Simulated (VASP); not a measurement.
Input of a VASP 6.6.1 run:

Contents of INCAR:

```
SYSTEM = CsAg
PREC = Accurate
ENCUT = 520
EDIFF = 1E-6
ISMEAR = 0
SIGMA = 0.1
LREAL = .FALSE.
LASPH = .TRUE.
NELM = 80
ALGO = Normal
ISIF = 2
LWAVE = .FALSE.
LCHARG = .FALSE.
GGA = PE
NBANDS = 17
```

KPOINTS

```
Automatic mesh
0
G
  4 4 4
  0 0 0
```

Contents of POSCAR:

```
CsAg
1.0
    0.0000000000      4.2643422285      4.2643422285
    4.2643422285      0.0000000000      4.2643422285
    4.2643422285      4.2643422285      0.0000000000
Cs Ag
1 1
Direct
    0.0000000000      0.0000000000      0.0000000000
    0.7500000000      0.7500000000      0.7500000000
```

Potentials or basis: VASP PAW PBE potentials, release 64 (Cs_sv, Ag).

Launch:

```sh
$ cat potpaw_PBE.64/Cs_sv/POTCAR potpaw_PBE.64/Ag/POTCAR > POTCAR
$ mpirun -np 1 vasp_std > vasp.out
```

Predict the pressure.

0.1 GPa.

Estimate the band gap on the k mesh.

1.81 eV, direct.

Caveat: spin-orbit coupling is left out, which moves the levels of the heavy elements. A k mesh can miss the band edges.
